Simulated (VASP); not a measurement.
# NbAs (F-43m) in VASP: notebook

The runs below take NbAs through relaxation of cell and atoms, single point, with PBE.

All numbers are computed with VASP 6.6.1; they aren't measurements. Logs are shortened: lines on timing, memory, paths and dates and some standing lists are left out, and cuts for length are marked.

### Step 1. The cell of the first run

The structure is cubic, space group F-43m (No. 216). Conventional cell: a = 5.816 Å, b = 5.816 Å, c = 5.816 Å, α = 90.00°, β = 90.00°, γ = 90.00°. Within 3.3 Å of Nb (site symmetry -43m) lie 4 As at 2.52 Å. Within 3.3 Å of As (site symmetry -43m) lie 4 Nb at 2.52 Å.

### Step 2. Relaxation of cell and atoms, PBE

Contents of INCAR:

```
SYSTEM = NbAs
PREC     = Accurate       ! precision mode
ENCUT    = 500            ! plane-wave cutoff, eV
EDIFF    = 1E-7           ! SCF threshold, eV
ISMEAR   = 0              ! smearing method
SIGMA    = 0.1            ! smearing width, eV
LREAL    = .FALSE.        ! projectors in reciprocal space
LASPH    = .TRUE.         ! aspherical terms in the spheres
NELM     = 120            ! most SCF steps
ALGO     = Normal         ! electronic algorithm
ISIF     = 3              ! what is computed and relaxed
LWAVE    = .FALSE.        ! write WAVECAR
LCHARG   = .FALSE.        ! write CHGCAR
GGA      = PE             ! functional
IBRION   = 2              ! ionic algorithm
NSW      = 100            ! ionic steps
EDIFFG   = -0.01          ! ionic threshold
GGA_COMPAT= .FALSE.      
NELMIN   = 4
```

Contents of KPOINTS:

```
regular mesh
0
G
  12 12 12
  0 0 0
```

Contents of POSCAR:

```
NbAs
1.0
    0.0000000000      2.9077522496      2.9077522496
    2.9077522496      0.0000000000      2.9077522496
    2.9077522496      2.9077522496      0.0000000000
Nb As
1 1
Direct
    0.0000000000      0.0000000000      0.0000000000
    0.2500000000      0.2500000000      0.2500000000
```

Potentials or basis: VASP PAW PBE potentials, release 64 (Nb_sv, As).

On the command line:

```
$ cat potpaw_PBE.64/Nb_sv/POTCAR potpaw_PBE.64/As/POTCAR > POTCAR
$ mpirun -np 1 vasp_std > vasp.out
```

OUTCAR:

```text
SYSTEM = NbAs
   PREC = Accurate
   ENCUT = 500
   EDIFF = 1E-7
   ISMEAR = 0
   LREAL = .FALSE.
   LASPH = .TRUE.
   NELM = 120
   ISIF = 3
   GGA = PE
   IBRION = 2
   NSW = 100
   EDIFFG = -0.01
   NELMIN = 4

 ion  position               nearest neighbor table
   1  0.000  0.000  0.000-   2 2.52   2 2.52   2 2.52   2 2.52
   2  0.250  0.250  0.250-   1 2.52   1 2.52   1 2.52   1 2.52

  LATTYP: Found a face centered cubic cell.
 ALAT       =     5.8155044992

  Lattice vectors:

 A1 = (   0.0000000000,   2.9077522496,   2.9077522496)
 A2 = (   2.9077522496,   0.0000000000,   2.9077522496)
 A3 = (   2.9077522496,   2.9077522496,   0.0000000000)

Analysis of symmetry for initial positions (statically):
=====================================================================
 Subroutine PRICEL returns:
 Original cell was already a primitive cell.

 Routine SETGRP: Setting up the symmetry group for a
 face centered cubic supercell.

 Subroutine GETGRP returns: Found 24 space group operations
 (whereof 24 operations were pure point group operations)
 out of a pool of 48 trial point group operations.

The static configuration has the point symmetry T_d .

Analysis of symmetry for dynamics (positions and initial velocities):
=====================================================================
 Subroutine PRICEL returns:
 Original cell was already a primitive cell.

 Routine SETGRP: Setting up the symmetry group for a
 face centered cubic supercell.

 Subroutine GETGRP returns: Found 24 space group operations
 (whereof 24 operations were pure point group operations)
 out of a pool of 48 trial point group operations.

The dynamic configuration has the point symmetry T_d .

 Subroutine INISYM returns: Found 24 space group operations
 (whereof 24 operations are pure point group operations),
 and found     1 'primitive' translations

----------------------------------------------------------------------------------------

                                     Primitive cell

  volume of cell :      49.1702

  direct lattice vectors                    reciprocal lattice vectors
     0.000000000  2.907752250  2.907752250    -0.171954127  0.171954127  0.171954127
     2.907752250  0.000000000  2.907752250     0.171954127 -0.171954127  0.171954127
     2.907752250  2.907752250  0.000000000     0.171954127  0.171954127 -0.171954127

  length of vectors
     4.112182667  4.112182667  4.112182667     0.297833285  0.297833285  0.297833285
[... 93 lines left out ...]
   NUPDOWN=      -1.0000    fix difference up-down
   EMIN   =  10.00;   EMAX   =-10.00  energy-range for DOS
   EFERMI =   0.00;   METHOD = LEGACY
   ISMEAR =     0;   SIGMA  =   0.10  broadening in eV -4-tet -1-fermi 0-gaus
   EFERMI_NEDOS =   21; number of points for ismear=-14 and -15
   IALGO  =     38    algorithm
   IMIX   =      4    mixing-type and parameters
     AMIX     =   0.40;   BMIX     =  1.00
     AMIX_MAG =   1.60;   BMIX_MAG =  1.00
  volume/ion in A,a.u.               =      24.59       165.91
  Fermi-wavevector in a.u.,A,eV,Ry     =   1.171112  2.213080 18.660421  1.371502
  Thomas-Fermi vector in A             =   2.307560
   LORBIT       =      0    0 simple, 1 ext, 2 COOP (PROOUT), +10 PAW based schemes
   GGA     = PE    functional components
   LHFCALC =     F    Hartree Fock is set to
   AEXX    =    0.0000 exact exchange contribution
   IVDW    =     0    specifies the selected vdW correction
   LEPSILON=     F    determine dielectric tensor
   LRPA    =     F    only Hartree local field effects (RPA)
 conjugate gradient relaxation of ions
 non-spin polarized calculation
 Gauss-broadening in eV      SIGMA  =   0.10
  energy-cutoff  :      500.00
  volume of cell :       49.17
 maximum number of plane-waves:      1283
 NGX is ok and might be reduce to    30
   NGX = 15   NGY = 15   NGZ = 15

 number of electron      18.0000002 magnetization

 Free energy of the ion-electron system (eV)
  ---------------------------------------------------
  ext. energy  EPLUGINS =         0.00000000
  ---------------------------------------------------
  free energy    TOTEN  =       -14.29843767 eV

  energy without entropy =      -14.28434598  energy(sigma->0) =      -14.29139182

 E-fermi :   5.8435     XC(G=0):  -9.9212

 val. band max:        5.8308338628   @ k =  -0.2500   0.5000   0.2500
 cond. band min:       5.8469226704   @ k =   0.4167   0.0833   0.0000
 fundamental gap:      0.0160888076
 Fermi energy:         5.8434686401

 k-point     1 :       0.0000    0.0000    0.0000
  band No.  band energies     occupation
      1     -49.6313      2.00000
      2     -25.6992      2.00000
      3     -25.6992      2.00000
      4     -25.6992      2.00000
      5      -5.8921      2.00000
      6       2.4040      2.00000
      7       2.4040      2.00000
      8       2.4040      2.00000
      9       5.8573      0.84464
     10       5.8573      0.84464
     11       8.0844      0.00000
     12      11.3315      0.00000
     13      11.3315      0.00000
[... 354 lines left out ...]
  band No.  band energies     occupation
      1     -49.6274      2.00000
      2     -25.7611      2.00000
      3     -25.7201      2.00000
      4     -25.7116      2.00000
      5      -4.9537      2.00000
      6       1.8706      2.00000
      7       2.5776      2.00000
      8       2.9839      2.00000
      9       5.7952      1.50506
     10       6.0039      0.02327
     11       6.5864      0.00000
     12       8.5335      0.00000
     13       9.0996      0.00000

 [... further k-points ...]

------------------------ aborting loop because EDIFF is reached ----------------------------------------

  FORCE on cell =-STRESS in cart. coord.  units (eV):
  Direction    XX          YY          ZZ          XY          YZ          ZX
  --------------------------------------------------------------------------------------
  -------------------------------------------------------------------------------------
  Total       -0.0096343     -0.0096343     -0.0096343      0.0000000      0.0000000      0.0000000
  in kB       -0.3139261     -0.3139261     -0.3139261      0.0000000      0.0000000      0.0000000
  external PRESSURE =      -0.3139261 kB  Pullay stress =       0.0000000 kB

 VOLUME and BASIS-vectors are now :
 -----------------------------------------------------------------------------
  energy-cutoff  :      500.00
  volume of cell :       49.17
      direct lattice vectors                 reciprocal lattice vectors
     0.000000000  2.907752250  2.907752250    -0.171954127  0.171954127  0.171954127
     2.907752250  0.000000000  2.907752250     0.171954127 -0.171954127  0.171954127
     2.907752250  2.907752250  0.000000000     0.171954127  0.171954127 -0.171954127

 POSITION                                       TOTAL-FORCE (eV/Angst)
 -----------------------------------------------------------------------------------
      0.00000      0.00000      0.00000         0.000000      0.000000      0.000000
      1.45388      1.45388      1.45388        -0.000000     -0.000000     -0.000000
 -----------------------------------------------------------------------------------
    total drift:                                0.000000      0.000000      0.000000

  FREE ENERGIE OF THE ION-ELECTRON SYSTEM (eV)
  ---------------------------------------------------
  free  energy   TOTEN  =       -14.2984376713 eV

  energy  without entropy=      -14.2843459772  energy(sigma->0) =      -14.29139182

 reached required accuracy - stopping structural energy minimisation
```

OSZICAR:

```text
N       E                     dE             d eps       ncg     rms          rms(c)
DAV:   1     0.138060087179E+03    0.13806E+03   -0.89725E+03  1880   0.125E+03
DAV:   2    -0.648491842956E+01   -0.14455E+03   -0.14018E+03  2317   0.401E+02
DAV:   3    -0.149485314512E+02   -0.84636E+01   -0.82602E+01  2998   0.766E+01
DAV:   4    -0.154053134818E+02   -0.45678E+00   -0.45389E+00  2748   0.177E+01
DAV:   5    -0.154261214541E+02   -0.20808E-01   -0.20711E-01  3110   0.318E+00    0.675E+00
DAV:   6    -0.142871604117E+02    0.11390E+01   -0.48930E+00  3048   0.182E+01    0.225E+00
DAV:   7    -0.142948375885E+02   -0.76772E-02   -0.17120E-01  2340   0.394E+00    0.132E+00
DAV:   8    -0.142983166195E+02   -0.34790E-02   -0.35406E-02  3152   0.165E+00    0.222E-01
DAV:   9    -0.142984465863E+02   -0.12997E-03   -0.20987E-03  2953   0.454E-01    0.110E-01
DAV:  10    -0.142984372173E+02    0.93689E-05   -0.16371E-04  2587   0.129E-01    0.463E-02
DAV:  11    -0.142984378259E+02   -0.60851E-06   -0.37607E-05  2790   0.555E-02    0.948E-03
DAV:  12    -0.142984376401E+02    0.18579E-06   -0.50048E-06  2432   0.167E-02    0.447E-03
DAV:  13    -0.142984376713E+02   -0.31262E-07   -0.65090E-07  2270   0.643E-03
   1 F= -.14298438E+02 E0= -.14291392E+02  d E =-.142984E+02
```

CONTCAR:

```text
NbAs
   1.00000000000000
     0.0000000000000000    2.9077522496000001    2.9077522496000001
     2.9077522496000001    0.0000000000000000    2.9077522496000001
     2.9077522496000001    2.9077522496000001    0.0000000000000000
  Nb              As
     1     1
Direct
     0.0000000000000000    0.0000000000000000    0.0000000000000000
     0.2500000000000000    0.2500000000000000    0.2500000000000000

  0.00000000E+00  0.00000000E+00  0.00000000E+00
  0.00000000E+00  0.00000000E+00  0.00000000E+00
```

It took 75 s on 1 thread of AMD EPYC 7R13, shared host; peak memory 0.17 GiB.

Results:

| Property | Result |
| --- | --- |
| Free energy | -14.2984 eV |
| Pressure after relaxing | 0.0 GPa |
| Band gap on the k mesh | zero (bands 9 and 10 overlap by 0.47 eV) |

Final structure:
```
Nb As
1.0
     0.00000    2.90775    2.90775
     2.90775    0.00000    2.90775
     2.90775    2.90775    0.00000
Nb As
1 1
Direct
  0.00000 0.00000 0.00000
  0.25000 0.25000 0.25000
```

Caveat: the relaxation stopped at its first step, so nothing moved.

### Step 3. Single point, PBE, collinear spin

Contents of INCAR:

```
SYSTEM = NbAs
PREC = Accurate
ENCUT = 500
EDIFF = 1E-6
ISMEAR = 0
SIGMA = 0.1
LREAL = .False.
LASPH = .True.
NELM = 200
ALGO = Normal
ISIF = 2
LWAVE = .False.
LCHARG = .False.
ISPIN = 2
MAGMOM = 2.5 0
LORBIT = 11
LMAXMIX = 4
GGA = PE
NBANDS = 20
GGA_COMPAT = .False.
```

Contents of KPOINTS:

```
Automatic mesh
0
Gamma
  12 12 12
  0 0 0
```

Contents of POSCAR:

```
NbAs
1.0
    0.0000000000      2.9067815048      2.9067815048
    2.9067815048      0.0000000000      2.9067815048
    2.9067815048      2.9067815048      0.0000000000
Nb As
1 1
Direct
    0.0000000000      0.0000000000      0.0000000000
    0.2500000000      0.2500000000      0.2500000000
```

Potentials or basis: VASP PAW PBE potentials, release 64 (Nb_sv, As).

On the command line:

```
$ cat potpaw_PBE.64/Nb_sv/POTCAR potpaw_PBE.64/As/POTCAR > POTCAR
$ mpirun -np 1 vasp_std > vasp.out
```

It took 5.8 min on 1 thread of AMD EPYC 7R13, shared host; peak memory 0.23 GiB.

It converged, with:

- Free energy: -14.2984 eV
- Pressure: 0.1 GPa
- Net moment: 0.05 μB per cell
- Site moments: Nb +0.04; As -0.00 μB
- Valence electrons inside the program's atomic spheres: Nb 10.63; As 2.94

Levels at points of the mesh, in eV from the Fermi level:
Spin up:
| k point | band 5 | band 6 | band 7 | band 8 | band 9 | band 10 | band 11 | band 12 | band 13 | band 14 |
| --- | --- | --- | --- | --- | --- | --- | --- | --- | --- | --- |
| (0.00, 0.00, 0.00) | -11.74 | -3.45 | -3.45 | -3.45 | -0.01 | -0.01 | 2.24 | 5.49 | 5.49 | 5.49 |
| (0.50, 0.00, 0.00) | -10.88 | -4.17 | -3.05 | -3.05 | 0.35 | 0.35 | 0.60 | 3.24 | 3.24 | 4.40 |
| (0.50, 0.50, 0.00) | -10.59 | -4.70 | -2.11 | -2.11 | -1.01 | 0.74 | 0.80 | 1.36 | 1.36 | 6.70 |
Spin down:
| k point | band 7 | band 8 | band 9 | band 10 | band 11 | band 12 |
| --- | --- | --- | --- | --- | --- | --- |
| (0.00, 0.00, 0.00) | -3.43 | -3.43 | 0.04 | 0.04 | 2.25 | 5.50 |
| (0.50, 0.00, 0.00) | -3.03 | -3.03 | 0.40 | 0.40 | 0.62 | 3.25 |
| (0.50, 0.50, 0.00) | -2.10 | -2.10 | -1.00 | 0.79 | 0.84 | 1.38 |
